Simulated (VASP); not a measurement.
Wanted: the native input for a VASP 6.6.1 run.

- Task: single point
- Functional: r2SCAN
- Potentials or basis: VASP PAW PBE potentials, release 64 (Pb_d, Se)
- Cutoff: 520 eV
- k mesh: 5 × 5 × 5
- Occupations: gaussian, width 0.01 eV
- Spin: no spin polarisation
- Dipole correction: no
- Further INCAR settings: ALGO = Normal; EDIFF = 1e-07; NBANDS = 17

Crystal: PbSe (Clausthalite).

```
Pb Se
1.0
     0.00000    3.08773    3.08773
     3.08773    0.00000    3.08773
     3.08773    3.08773    0.00000
Pb Se
1 1
Cartesian
  0.0000 0.0000 0.0000
  3.0877 3.0877 3.0877
```

The input as run:

POSCAR

```
PbSe
1.0
    0.0000000000      3.0877307334      3.0877307334
    3.0877307334      0.0000000000      3.0877307334
    3.0877307334      3.0877307334      0.0000000000
Pb Se
1 1
Direct
    0.0000000000      0.0000000000      0.0000000000
    0.5000000000      0.5000000000      0.5000000000
```

INCAR.step1

```
  ALGO = Normal
  EDIFF = 1E-4
  ENCUT = 520
  GGA = PE
  ISMEAR = 0
  LASPH = T
  LCHARG = F
  LREAL = F
  LWAVE = T
  NBANDS = 17
  NELM = 60
  PREC = Accurate
  SIGMA = 0.01
```

INCAR.step2

```
  ALGO = Normal
  EDIFF = 1E-7
  ENCUT = 520
  ISIF = 2
  ISMEAR = 0
  ISTART = 1
  LASPH = T
  LCHARG = T
  LELF = T
  LMIXTAU = T
  LREAL = F
  LVHAR = T
  LWAVE = F
  METAGGA = R2SCAN
  NBANDS = 17
  NELM = 60
  PREC = Accurate
  SIGMA = 0.01
```

KPOINTS

```
k-points
0
Gamma
  5 5 5
```

Potentials or basis: VASP PAW PBE potentials, release 64 (Pb_d, Se).

Run with:

```sh
$ cat potpaw_PBE.64/Pb_d/POTCAR potpaw_PBE.64/Se/POTCAR > POTCAR
$ cp INCAR.step1 INCAR
$ mpirun -np 1 vasp_std > vasp.out
$ cp INCAR.step2 INCAR
$ mpirun -np 1 vasp_std > vasp.out
```

Results of the run:

The pressure is 0.0 GPa.

Caveat: the PAW data sets were made with another functional, which shifts forces and pressure a little.

Run time: 20 s on 1 thread of Intel(R) Xeon(R) 6975P-C (Granite Rapids), with other jobs on the host, peak memory 0.18 GiB.
